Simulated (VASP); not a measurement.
A run of VASP 6.6.1:

POSCAR

```
PbO
1.0
    0.0000000000      2.6154957830      2.6154957830
    2.6154957830      0.0000000000      2.6154957830
    2.6154957830      2.6154957830      0.0000000000
Pb O
1 1
Direct
    0.0000000000      0.0000000000      0.0000000000
    0.5000000000      0.5000000000      0.5000000000
```

The input INCAR.step1:

```
SYSTEM = PbO
ALGO     = Normal         ! electronic algorithm
EDIFF    = 1E-4           ! SCF threshold, eV
ENCUT    = 520            ! plane-wave cutoff, eV
GGA      = PE             ! functional
ISMEAR   = -1             ! smearing method
LASPH    = .True.         ! aspherical terms in the spheres
LCHARG   = .False.        ! write CHGCAR
LREAL    = .False.        ! projectors in reciprocal space
LWAVE    = .True.         ! write WAVECAR
NBANDS   = 17             ! bands
NELM     = 100            ! most SCF steps
PREC     = Accurate       ! precision mode
SIGMA    = 0.1            ! smearing width, eV
```

File INCAR.step2:

```
SYSTEM = PbO
ALGO     = Normal         ! electronic algorithm
EDIFF    = 1E-6           ! SCF threshold, eV
ENCUT    = 520            ! plane-wave cutoff, eV
ISIF     = 2              ! what is computed and relaxed
ISMEAR   = -1             ! smearing method
ISTART   = 1            
LASPH    = .True.         ! aspherical terms in the spheres
LCHARG   = .False.        ! write CHGCAR
LMIXTAU  = .True.       
LREAL    = .False.        ! projectors in reciprocal space
LWAVE    = .False.        ! write WAVECAR
METAGGA  = R2SCAN         ! meta-GGA
NBANDS   = 17             ! bands
NELM     = 100            ! most SCF steps
PREC     = Accurate       ! precision mode
SIGMA    = 0.1            ! smearing width, eV
```

File KPOINTS:

```
k-points
0
Gamma
  11 11 11
  0 0 0
```

Potentials or basis: VASP PAW PBE potentials, release 64 (Pb_d, O).

Command:

```sh
$ cat potpaw_PBE.64/Pb_d/POTCAR potpaw_PBE.64/O/POTCAR > POTCAR
$ cp INCAR.step1 INCAR
$ mpirun -np 1 vasp_std > vasp.out
$ cp INCAR.step2 INCAR
$ mpirun -np 1 vasp_std > vasp.out
```

Hardware: 1 thread of Intel(R) Xeon(R) 6975P-C (Granite Rapids) (shared host).

Task: Estimate the wall time of this run.

Result: Run time: 57 s on 1 thread of Intel(R) Xeon(R) 6975P-C (Granite Rapids), with other jobs on the host, peak memory 0.18 GiB. Counts: k points 56.
